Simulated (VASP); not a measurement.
A run of VASP 6.6.1 is set up as follows.

The input POSCAR:

```
PbSe
1.0
    0.0000000000      3.0606500000      3.0606500000
    3.0606500000      0.0000000000      3.0606500000
    3.0606500000      3.0606500000      0.0000000000
Pb Se
1 1
Direct
    0.0000000000      0.0000000000      0.0000000000
    0.5000000000      0.5000000000      0.5000000000
```

The input INCAR.step1:

```
SYSTEM = PbSe
PREC = Accurate
ENCUT = 520
EDIFF = 1E-5
ISMEAR = -1
SIGMA = 0.05
LREAL = .FALSE.
LASPH = .TRUE.
NELM = 100
ALGO = Normal
ISIF = 2
LWAVE = .TRUE.
LCHARG = .FALSE.
NBANDS = 17
GGA = PE
```

The input INCAR.step2:

```
SYSTEM = PbSe
PREC = Accurate
ENCUT = 520
EDIFF = 1E-6
ISMEAR = -1
SIGMA = 0.05
LREAL = .FALSE.
LASPH = .TRUE.
NELM = 100
ALGO = Normal
ISIF = 2
LWAVE = .FALSE.
LCHARG = .FALSE.
GGA = PE
LHFCALC = .TRUE.
AEXX = 0.25
PRECFOCK = Normal
NBANDS = 17
ISTART = 1
```

File KPOINTS:

```
Automatic mesh
0
G
  4 4 4
  0 0 0
```

Potentials or basis: VASP PAW PBE potentials, release 64 (Pb_d, Se).

Run with:

```bash
$ cat potpaw_PBE.64/Pb_d/POTCAR potpaw_PBE.64/Se/POTCAR > POTCAR
$ cp INCAR.step1 INCAR
$ mpirun -np 1 vasp_std > vasp.out
$ cp INCAR.step2 INCAR
$ mpirun -np 1 vasp_std > vasp.out
```

Task: What does it give for the band gap on the k mesh?

Result: 1.36 eV.

Task: Predict the pressure.

Result: 1.1 GPa.

Caveat: the k points lie up to 0.44 Å⁻¹ apart; the PAW data sets were made with another functional, which shifts forces and pressure a little; spin-orbit coupling is left out, which moves the levels of the heavy elements. A k mesh can miss the band edges.
